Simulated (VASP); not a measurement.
Here is a VASP 6.6.1 calculation.

The input INCAR:

```
PREC     = Accurate       # precision mode
ENCUT    = 520            # plane-wave cutoff, eV
EDIFF    = 1E-6           # SCF threshold, eV
ISMEAR   = -1             # smearing method
SIGMA    = 0.05           # smearing width, eV
LREAL    = F              # projectors in reciprocal space
LASPH    = T              # aspherical terms in the spheres
NELM     = 60             # most SCF steps
ALGO     = Normal         # electronic algorithm
ISIF     = 2              # what is computed and relaxed
LWAVE    = F              # write WAVECAR
LCHARG   = T              # write CHGCAR
GGA      = PS             # functional
LELF     = T              # ELF
LVHAR    = T            
NBANDS   = 12             # bands
```

The input KPOINTS:

```
regular mesh
0
Gamma
  10 10 10
```

Contents of POSCAR:

```
Nb
1.0
   -1.6357868471      1.6357868471      1.6357868471
    1.6357868471     -1.6357868471      1.6357868471
    1.6357868471      1.6357868471     -1.6357868471
Nb
1
Direct
    0.0000000000      0.0000000000      0.0000000000
```

Potentials or basis: VASP PAW PBE potentials, release 64 (Nb_sv).

Launch:

```bash
$ cat potpaw_PBE.64/Nb_sv/POTCAR > POTCAR
$ mpirun -np 1 vasp_std > vasp.out
```

(1) Predict the pressure.

Results:

(1) -0.2 GPa.

Caveat: the PAW data sets were made with another functional, which shifts forces and pressure a little.
